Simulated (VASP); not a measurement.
# WSe2 in VASP: a series of runs

The runs below take WSe2 through single point, relaxation of the atoms, with r2SCAN.

Program: VASP 6.6.1. These are calculated values, not measurements. Logs are shortened: lines on timing, memory, paths and dates and some standing lists are left out, and cuts for length are marked.

## Step 1: The cell of the first run

The cell holds a slab with vacuum, 6 atoms: a = 3.314 Å, b = 3.314 Å, c = 33.317 Å, α = 90.00°, β = 90.00°, γ = 120.00°.

## Step 2: Single point, r2SCAN

File POSCAR:

```
WSe2
1.0
    3.3143636114      0.0000000000      0.0000000000
   -1.6571818057      2.8703230849      0.0000000000
    0.0000000000      0.0000000000     33.3173520460
W Se
2 4
Direct
    0.0000000000      0.0000000000      0.0000000000
    0.0000000000      0.0000000000      0.5000000000
    0.3333333333      0.6666666667      0.0498515847
    0.3333333333      0.6666666667      0.5498515847
    0.3333333333      0.6666666667      0.4501484153
    0.3333333333      0.6666666667      0.9501484153
```

File INCAR.step1:

```
SYSTEM = WSe2
PREC = Accurate
ENCUT = 520
ISMEAR = 0
SIGMA = 0.05
LREAL = .False.
LASPH = .True.
NELM = 60
NBANDS = 35
GGA = PE
ALGO = Normal
EDIFF = 1E-4
LWAVE = .True.
LCHARG = .False.
```

File INCAR.step2:

```
SYSTEM = WSe2
PREC = Accurate
ENCUT = 520
EDIFF = 1E-7
ISMEAR = 0
SIGMA = 0.05
LREAL = .False.
LASPH = .True.
NELM = 60
ALGO = Normal
ISIF = 2
LWAVE = .False.
LCHARG = .True.
METAGGA = R2SCAN
LMIXTAU = .True.
LELF = .True.
LVHAR = .True.
NBANDS = 35
ISTART = 1
```

File KPOINTS:

```
regular mesh
0
Gamma
  12 12 1
  0 0 0
```

Potentials or basis: VASP PAW PBE potentials, release 64 (W_sv, Se).

Command:

```bash
$ cat potpaw_PBE.64/W_sv/POTCAR potpaw_PBE.64/Se/POTCAR > POTCAR
$ cp INCAR.step1 INCAR
$ mpirun -np 1 vasp_std > vasp.out
$ cp INCAR.step2 INCAR
$ mpirun -np 1 vasp_std > vasp.out
```

OUTCAR:

```text
SYSTEM = WSe2
   PREC = Accurate
   ENCUT = 520
   EDIFF = 1E-7
   ISMEAR = 0
   LREAL = .False.
   LASPH = .True.
   NELM = 60
   ISIF = 2
   METAGGA = R2SCAN
   ISTART = 1

 ion  position               nearest neighbor table
   1  0.000  0.000  0.000-   3 2.53   6 2.53   3 2.53   6 2.53   3 2.53   6 2.53
   2  0.000  0.000  0.500-   4 2.53   5 2.53   4 2.53   5 2.53   4 2.53   5 2.53
   3  0.333  0.667  0.050-   1 2.53   1 2.53   1 2.53
   4  0.333  0.667  0.550-   2 2.53   2 2.53   2 2.53
   5  0.333  0.667  0.450-   2 2.53   2 2.53   2 2.53
   6  0.333  0.667  0.950-   1 2.53   1 2.53   1 2.53

  LATTYP: Found a hexagonal cell.
 ALAT       =     3.3143636114
 C/A-ratio  =    10.0524130579

  Lattice vectors:

 A1 = (   3.3143636114,   0.0000000000,   0.0000000000)
 A2 = (  -1.6571818057,   2.8703230849,   0.0000000000)
 A3 = (   0.0000000000,   0.0000000000,  33.3173520460)

Analysis of symmetry for initial positions (statically):
=====================================================================
 Subroutine PRICEL returns following result:

  LATTYP: Found a hexagonal cell.
 ALAT       =     3.3143636114
 C/A-ratio  =     5.0262065290

  Lattice vectors:

 A1 = (   3.3143636114,   0.0000000000,   0.0000000000)
 A2 = (  -1.6571818057,   2.8703230849,   0.0000000000)
 A3 = (   0.0000000000,   0.0000000000,  16.6586760230)

   2 primitive cells build up your supercell.

 Routine SETGRP: Setting up the symmetry group for a
 hexagonal supercell.

 Subroutine GETGRP returns: Found 12 space group operations
 (whereof 12 operations were pure point group operations)
 out of a pool of 24 trial point group operations.

The static configuration has the point symmetry D_3h.

Analysis of symmetry for dynamics (positions and initial velocities):
=====================================================================
 Subroutine PRICEL returns following result:

  LATTYP: Found a hexagonal cell.
 ALAT       =     3.3143636114
 C/A-ratio  =     5.0262065290

  Lattice vectors:

 A1 = (   3.3143636114,   0.0000000000,   0.0000000000)
 A2 = (  -1.6571818057,   2.8703230849,   0.0000000000)
 A3 = (   0.0000000000,   0.0000000000,  16.6586760230)

   2 primitive cells build up your supercell.

 Routine SETGRP: Setting up the symmetry group for a
 hexagonal supercell.

 Subroutine GETGRP returns: Found 12 space group operations
 (whereof 12 operations were pure point group operations)
 out of a pool of 24 trial point group operations.

The dynamic configuration has the point symmetry D_3h.

 Subroutine INISYM returns: Found 12 space group operations
 (whereof 12 operations are pure point group operations),
 and found     2 'primitive' translations

----------------------------------------------------------------------------------------

                                     Primitive cell

  volume of cell :     158.4789

  direct lattice vectors                    reciprocal lattice vectors
     3.314363611  0.000000000  0.000000000     0.301717047  0.174196418  0.000000000
    -1.657181806  2.870323085  0.000000000     0.000000000  0.348392836  0.000000000
     0.000000000  0.000000000 16.658676023     0.000000000  0.000000000  0.060028780

  length of vectors
     3.314363611  3.314363611 16.658676023     0.348392836  0.348392836  0.060028780

  position of ions in fractional coordinates (direct lattice)
     0.000000000  0.000000000  0.000000000
     0.333333333  0.666666667  0.099703169
     0.333333333  0.666666667  0.900296831

  ion indices of the primitive-cell ions
   primitive index   ion index
                 1           1
                 2           3
                 3           6

----------------------------------------------------------------------------------------

 KPOINTS: regular mesh

Automatic generation of k-mesh.
 Grid dimensions read from file:
 generate k-points for:   12   12    1

 Generating k-lattice:

  Cartesian coordinates                     Fractional coordinates (reciprocal lattice)
[... 46 lines left out ...]
   NGX = 13   NGY = 13   NGZ =123

 number of electron      51.9999996 magnetization

 Free energy of the ion-electron system (eV)
  ---------------------------------------------------
  ext. energy  EPLUGINS =         0.00000000
  ---------------------------------------------------
  free energy    TOTEN  =      -163.50118271 eV

  energy without entropy =     -163.50118271  energy(sigma->0) =     -163.50118271

 E-fermi :  -0.6856     XC(G=0):  -4.8235

 val. band max:       -1.0735491489   @ k =   0.3333   0.3333   0.0000
 cond. band min:       0.5685758002   @ k =   0.3333   0.3333   0.0000
 fundamental gap:      1.6421249491
 Fermi energy:        -0.6856096137

 k-point     1 :       0.0000    0.0000    0.0000
  band No.  band energies     occupation
      1     -77.0776      2.00000
      2     -77.0775      2.00000
      3     -40.6556      2.00000
      4     -40.6556      2.00000
      5     -40.5534      2.00000
      6     -40.5534      2.00000
[... 27 lines left out ...]
     34       2.1988      0.00000
     35       3.7990      0.00000

 k-point     2 :       0.0833    0.0000    0.0000
  band No.  band energies     occupation
      1     -77.0768      2.00000
      2     -77.0768      2.00000
      3     -40.6525      2.00000
      4     -40.6525      2.00000
      5     -40.5691      2.00000
      6     -40.5691      2.00000
[... 27 lines left out ...]
     34       2.2030      0.00000
     35       4.0912      0.00000

 k-point     3 :       0.1667   -0.0000    0.0000
  band No.  band energies     occupation
      1     -77.0749      2.00000
      2     -77.0749      2.00000
      3     -40.6442      2.00000
      4     -40.6442      2.00000
      5     -40.6119      2.00000
      6     -40.6119      2.00000
[... 27 lines left out ...]
     34       2.6287      0.00000
     35       4.5440      0.00000
[... 533 lines left out ...]
 k-point    18 :       0.3333    0.2500    0.0000
  band No.  band energies     occupation
      1     -77.0659      2.00000
      2     -77.0659      2.00000
      3     -40.7442      2.00000
      4     -40.7442      2.00000
      5     -40.6745      2.00000
      6     -40.6745      2.00000
[... 27 lines left out ...]
     34       3.9699      0.00000
     35       4.9990      0.00000

 k-point    19 :       0.3333    0.3333    0.0000
  band No.  band energies     occupation
      1     -77.0656      2.00000
      2     -77.0655      2.00000
      3     -40.7265      2.00000
      4     -40.7265      2.00000
      5     -40.7019      2.00000
      6     -40.7019      2.00000
[... 27 lines left out ...]
     34       4.1581      0.00000
     35       5.2495      0.00000

------------------------ aborting loop because EDIFF is reached ----------------------------------------

  FORCE on cell =-STRESS in cart. coord.  units (eV):
  Direction    XX          YY          ZZ          XY          YZ          ZX
  --------------------------------------------------------------------------------------
  -------------------------------------------------------------------------------------
  Total        0.2318380      0.2318380      0.2721787      0.0000000     -0.0000000      0.0000000
  in kB        1.1719087      1.1719087      1.3758254      0.0000000     -0.0000000      0.0000000
  external PRESSURE =       1.2398809 kB  Pullay stress =       0.0000000 kB

 VOLUME and BASIS-vectors are now :
 -----------------------------------------------------------------------------
  energy-cutoff  :      520.00
  volume of cell :      316.96
      direct lattice vectors                 reciprocal lattice vectors
     3.314363611  0.000000000  0.000000000     0.301717047  0.174196418  0.000000000
    -1.657181806  2.870323085  0.000000000     0.000000000  0.348392836  0.000000000
     0.000000000  0.000000000 33.317352046     0.000000000  0.000000000  0.030014390

 POSITION                                       TOTAL-FORCE (eV/Angst)
 -----------------------------------------------------------------------------------
      0.00000      0.00000      0.00000         0.000000     -0.000000     -0.000000
      0.00000      0.00000     16.65868         0.000000     -0.000000     -0.000000
     -0.00000      1.91355      1.66092        -0.000000      0.000000      0.045371
     -0.00000      1.91355     18.31960        -0.000000      0.000000      0.045371
     -0.00000      1.91355     14.99775        -0.000000     -0.000000     -0.045371
     -0.00000      1.91355     31.65643        -0.000000     -0.000000     -0.045371
 -----------------------------------------------------------------------------------
    total drift:                               -0.000002      0.000001     -0.000000

  FREE ENERGIE OF THE ION-ELECTRON SYSTEM (eV)
  ---------------------------------------------------
  free  energy   TOTEN  =      -163.5011827073 eV

  energy  without entropy=     -163.5011827073  energy(sigma->0) =     -163.50118271
```

Run time: 24 min. Hardware: 1 thread of Intel Xeon 6975P-C, shared host; peak memory 0.6 GiB.

What came out:

| Item | Value |
| --- | --- |
| Free energy | -163.5012 eV |
| Largest force | 0.045 eV/Å |
| Band gap on the k mesh | 1.64 eV |

Forces in eV/Å, atoms in the order of the input:
```
W    0.000  0.000  0.000
W    0.000  0.000  0.000
Se   0.000  0.000  0.045
Se   0.000  0.000  0.045
Se   0.000  0.000 -0.045
Se   0.000  0.000 -0.045
```

Levels at points of the mesh, in eV from the valence-band top:
| k point | band 24 | band 25 | band 26 | band 27 | band 28 | band 29 |
| --- | --- | --- | --- | --- | --- | --- |
| (0.00, 0.00, 0.00) | -1.38 | -0.26 | -0.26 | 3.09 | 3.09 | 3.09 |
| (0.50, 0.00, 0.00) | -1.10 | -1.03 | -1.03 | 2.50 | 2.50 | 2.90 |

Caveat: the PAW data sets were made with another functional, which shifts forces and pressure a little; spin-orbit coupling is left out, which moves the levels of the heavy elements.

## Step 3: Relaxation of the atoms, r2SCAN (strain along c alone, the other axes held: +2.0 %)

File POSCAR:

```
WSe2
1.0
    3.3143636060      0.0000000000      0.0000000000
   -1.6571818030      2.8703230802      0.0000000000
    0.0000000000      0.0000000000     16.9918495136
W Se
1 2
Direct
    0.0000000000      0.0000000000      0.0000000000
    0.3333333333      0.6666666667      0.0997031696
    0.3333333333      0.6666666667      0.9002968304
```

File INCAR.step1:

```
ALGO = Normal
EDIFF = 1E-4
ENCUT = 520
GGA = PE
ISMEAR = 0
LASPH = True
LCHARG = False
LREAL = False
LUSENCCL = False
LWAVE = True
NELM = 60
PREC = Accurate
SIGMA = 0.02
```

File INCAR.step2:

```
ALGO = Normal
EDIFF = 1E-6
EDIFFG = -0.008
ENCUT = 520
IBRION = 2
ISIF = 2
ISMEAR = 0
ISTART = 1
LASPH = True
LCHARG = False
LMIXTAU = True
LREAL = False
LUSENCCL = False
LWAVE = False
METAGGA = R2SCAN
NELM = 60
NSW = 60
PREC = Accurate
SIGMA = 0.02
```

File KPOINTS:

```
k-points
0
Gamma
  12 12 2
```

Potentials or basis: VASP PAW PBE potentials, release 64 (W_sv, Se).

Command:

```bash
$ cat potpaw_PBE.64/W_sv/POTCAR potpaw_PBE.64/Se/POTCAR > POTCAR
$ cp INCAR.step1 INCAR
$ mpirun -np 1 vasp_std > vasp.out
$ cp INCAR.step2 INCAR
$ mpirun -np 1 vasp_std > vasp.out
```

Run time: 2.2 min. Hardware: 1 × NVIDIA H100 80GB with 1 thread of AMD EPYC 7R13 (Zen 3), shared host; peak memory 1.4 GiB.

It converged, with:

```yaml
Free_energy: -81.7507 eV
Energy_gained_by_relaxing: 5.6 meV/atom
Ionic_steps: 3
Band_gap_on_the_k_mesh: 1.65 eV, direct
```

Step by step:
```tsv
step	energy change (eV)	largest force (eV/Å)	pressure (GPa)
1	0.0000	0.5414	-0.99
2	-0.0165	0.0834	-0.12
3	-0.0169	0.0014	0.03
```

Final structure:
```
W Se
1.0
     3.31436    0.00000    0.00000
    -1.65718    2.87032    0.00000
     0.00000    0.00000   16.99185
W Se
1 2
Direct
  0.00000 0.00000 0.00000
  0.33333 0.66667 0.09790
  0.33333 0.66667 0.90210
```

Levels at points of the mesh, in eV from the valence-band top:
| k point | band 11 | band 12 | band 13 | band 14 | band 15 | band 16 |
| --- | --- | --- | --- | --- | --- | --- |
| (0.00, 0.00, 0.00) | -1.37 | -1.37 | -0.27 | 3.08 | 3.08 | 3.26 |
| (0.50, 0.00, 0.00) | -2.24 | -1.09 | -1.03 | 2.50 | 2.90 | 4.06 |
| (0.00, 0.00, 0.50) | -1.37 | -1.37 | -0.27 | 3.08 | 3.08 | 3.26 |
| (0.50, 0.00, 0.50) | -2.24 | -1.09 | -1.03 | 2.50 | 2.90 | 4.06 |

Caveat: the cell differs from its parent crystal (strain along c alone, the other axes held: +2.0 %); the PAW data sets were made with another functional, which shifts forces and pressure a little; spin-orbit coupling is left out, which moves the levels of the heavy elements.

## Step 4: Single point, r2SCAN (biaxial strain in the a-b plane: +6.0 %, then relaxed in part)

File POSCAR:

```
WSe2
1.0
    3.5132254224      0.0000000000      0.0000000000
   -1.7566127112      3.0425424650      0.0000000000
    0.0000000000      0.0000000000     16.0589636580
W Se
1 2
Direct
    0.0000000000      0.0000000000      0.0000000000
    0.3333333333      0.6666666667      0.0994448935
    0.3333333333      0.6666666667      0.9005551065
```

File INCAR.step1:

```
SYSTEM = WSe2
PREC = Accurate
ENCUT = 520
ISMEAR = 0
SIGMA = 0.02
LREAL = .False.
LASPH = .True.
NELM = 100
NBANDS = 20
GGA = PE
ALGO = Normal
EDIFF = 1E-4
LWAVE = .True.
LCHARG = .False.
```

File INCAR.step2:

```
SYSTEM = WSe2
PREC = Accurate
ENCUT = 520
EDIFF = 1E-6
ISMEAR = 0
SIGMA = 0.02
LREAL = .False.
LASPH = .True.
NELM = 100
ALGO = Normal
ISIF = 2
LWAVE = .False.
LCHARG = .True.
METAGGA = R2SCAN
LMIXTAU = .True.
LELF = .True.
LVHAR = .True.
NBANDS = 20
ISTART = 1
```

File KPOINTS:

```
regular mesh
0
Gamma
  12 12 2
  0 0 0
```

Command:

```bash
$ cat potpaw_PBE.64/W_sv/POTCAR potpaw_PBE.64/Se/POTCAR > POTCAR
$ cp INCAR.step1 INCAR
$ mpirun -np 1 vasp_std > vasp.out
$ cp INCAR.step2 INCAR
$ mpirun -np 1 vasp_std > vasp.out
```

Run time: 8.2 min. Hardware: 1 thread of Intel Xeon Platinum 8488C (Sapphire Rapids), shared host; peak memory 0.4 GiB.

It converged, with:

* Free energy: -81.4609 eV
* Largest force: 0.037 eV/Å
* Band gap on the k mesh: 0.68 eV, indirect (least direct gap 1.06 eV)

Forces in eV/Å, atoms in the order of the input:
```
W    0.000  0.000  0.000
Se   0.000  0.000  0.037
Se   0.000  0.000 -0.037
```

Levels at points of the mesh, in eV from the valence-band top:
| k point | band 10 | band 11 | band 12 | band 13 | band 14 | band 15 | band 16 | band 17 |
| --- | --- | --- | --- | --- | --- | --- | --- | --- |
| (0.00, 0.00, 0.00) | -2.06 | -2.06 | -1.79 | 0.00 | 2.37 | 2.37 | 2.68 | 2.68 |
| (0.50, 0.00, 0.00) | -3.54 | -1.95 | -1.89 | -1.06 | 1.58 | 1.86 | 3.52 | 4.06 |
| (0.00, 0.00, 0.50) | -2.06 | -2.06 | -1.79 | 0.00 | 2.37 | 2.37 | 2.68 | 2.68 |
| (0.50, 0.00, 0.50) | -3.54 | -1.95 | -1.89 | -1.06 | 1.58 | 1.86 | 3.52 | 4.06 |

Caveat: the cell differs from its parent crystal (biaxial strain in the a-b plane: +6.0 %, then relaxed in part); the PAW data sets were made with another functional, which shifts forces and pressure a little; spin-orbit coupling is left out, which moves the levels of the heavy elements.

## Step 5: Single point, r2SCAN (biaxial strain in the a-b plane: +6.0 %)

POSCAR is that of step 4.

File INCAR.step1:

```
ALGO     = Normal         # electronic algorithm
EDIFF    = 1E-4           # SCF threshold, eV
ENCUT    = 520            # plane-wave cutoff, eV
GGA      = PE             # functional
ISMEAR   = 0              # smearing method
LASPH    = True           # aspherical terms in the spheres
LCHARG   = False          # write CHGCAR
LREAL    = False          # projectors in reciprocal space
LWAVE    = True           # write WAVECAR
NBANDS   = 20             # bands
NELM     = 80             # most SCF steps
PREC     = Accurate       # precision mode
SIGMA    = 0.02           # smearing width, eV
```

File INCAR.step2:

```
ALGO     = Normal         # electronic algorithm
EDIFF    = 1E-6           # SCF threshold, eV
ENCUT    = 520            # plane-wave cutoff, eV
ISIF     = 2              # what is computed and relaxed
ISMEAR   = 0              # smearing method
ISTART   = 1            
LASPH    = True           # aspherical terms in the spheres
LCHARG   = True           # write CHGCAR
LELF     = True           # ELF
LMIXTAU  = True         
LREAL    = False          # projectors in reciprocal space
LVHAR    = True         
LWAVE    = False          # write WAVECAR
METAGGA  = R2SCAN         # meta-GGA
NBANDS   = 20             # bands
NELM     = 80             # most SCF steps
PREC     = Accurate       # precision mode
SIGMA    = 0.02           # smearing width, eV
```

File KPOINTS:

```
k-points
0
Gamma
  12 12 2
```

Command:

```bash
$ cat potpaw_PBE.64/W_sv/POTCAR potpaw_PBE.64/Se/POTCAR > POTCAR
$ cp INCAR.step1 INCAR
$ mpirun -np 1 vasp_std > vasp.out
$ cp INCAR.step2 INCAR
$ mpirun -np 1 vasp_std > vasp.out
```

Run time: 7.1 min. Hardware: 1 thread of Intel Xeon Platinum 8488C (Sapphire Rapids), shared host; peak memory 0.4 GiB.

It converged, with:

| Property | Result |
| --- | --- |
| Free energy | -81.4609 eV |
| Largest force | 0.037 eV/Å |
| Band gap on the k mesh | 0.68 eV, indirect (least direct gap 1.06 eV) |

Forces on the atoms (eV/Å):
```
W    0.000  0.000  0.000
Se   0.000  0.000  0.037
Se   0.000  0.000 -0.037
```

Levels at points of the mesh, in eV from the valence-band top:
| k point | band 9 | band 10 | band 11 | band 12 | band 13 | band 14 | band 15 | band 16 | band 17 | band 18 |
| --- | --- | --- | --- | --- | --- | --- | --- | --- | --- | --- |
| (0.00, 0.00, 0.00) | -3.19 | -2.06 | -2.06 | -1.79 | 0.00 | 2.37 | 2.37 | 2.68 | 2.68 | 4.06 |
| (0.50, 0.00, 0.00) | -4.41 | -3.54 | -1.95 | -1.89 | -1.06 | 1.58 | 1.86 | 3.52 | 4.06 | 4.47 |
| (0.00, 0.00, 0.50) | -3.19 | -2.06 | -2.06 | -1.79 | 0.00 | 2.37 | 2.37 | 2.68 | 2.68 | 4.07 |
| (0.50, 0.00, 0.50) | -4.41 | -3.54 | -1.95 | -1.89 | -1.06 | 1.58 | 1.86 | 3.52 | 4.06 | 4.47 |

Caveat: the cell differs from its parent crystal (biaxial strain in the a-b plane: +6.0 %); the PAW data sets were made with another functional, which shifts forces and pressure a little; spin-orbit coupling is left out, which moves the levels of the heavy elements.

## Step 6: Overview

| task | cell | k mesh | smearing | gap on the mesh (eV) | largest force (eV/Å) |
| --- | --- | --- | --- | --- | --- |
| single point | a = 3.314, b = 3.314, c = 33.317 Å, angles 90.0, 90.0, 120.0°, 6 atoms | 12 × 12 × 1 | gaussian 0.05 eV | 1.64 | 0.05 |
| relaxation of the atoms | atoms relaxed from a = 3.314, b = 3.314, c = 16.992 Å, angles 90.0, 90.0, 120.0°, 3 atoms | 12 × 12 × 2 | gaussian 0.02 eV | 1.65 | - |
| single point | a = 3.513, b = 3.513, c = 16.059 Å, angles 90.0, 90.0, 120.0°, 3 atoms | 12 × 12 × 2 | gaussian 0.02 eV | 0.68 | 0.04 |

Alike in all rows: level r2SCAN; potentials or basis VASP PAW PBE potentials, release 64 (W_sv, Se); no spin polarisation; cutoff (eV) 520.

Caveats: the PAW data sets were made with another functional, which shifts forces and pressure a little; spin-orbit coupling is left out, which moves the levels of the heavy elements.

Total energies depend on the potentials used, so only differences within one code and one set of settings carry meaning.
